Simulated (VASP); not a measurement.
PbI2:

```xyz
3
Lattice="4.5657 0.0000 0.0000 -2.2829 3.9540 0.0000 0.0000 0.0000 7.0411" Properties=species:S:1:pos:R:3 pbc="T T T"
Pb    0.0000    0.0000    0.0000
I     0.0000    2.6360    1.8784
I     2.2829    1.3180    5.1627
```

Base run:

* Program: VASP 6.6.1
* Functional: PBE
* Potentials or basis: VASP PAW PBE potentials, release 64 (Pb_d, I)
* Cutoff: 500 eV
* k mesh: 6 × 6 × 4
* Occupations: gaussian, width 0.01 eV
* Spin: no spin polarisation

Its results: band gap on the k mesh 2.23 eV; pressure 1.2 GPa; largest force 0.046 eV/Å.

Question: The run is repeated on the same cell with these changes: functional from PBE to r2SCAN; cutoff from 500 eV to 550 eV. What comes out?

Answer: Band gap on the k mesh 2.62 eV; pressure 0.7 GPa; largest force 0.005 eV/Å.

Caveats: spin-orbit coupling is left out, which moves the levels of the heavy elements; this functional lacks dispersion, which binds the layers, so the pressure and a relaxed spacing across them are unreliable (at least some runs); the PAW data sets were made with another functional, which shifts forces and pressure a little (at least some runs).

A k mesh can miss the band edges.
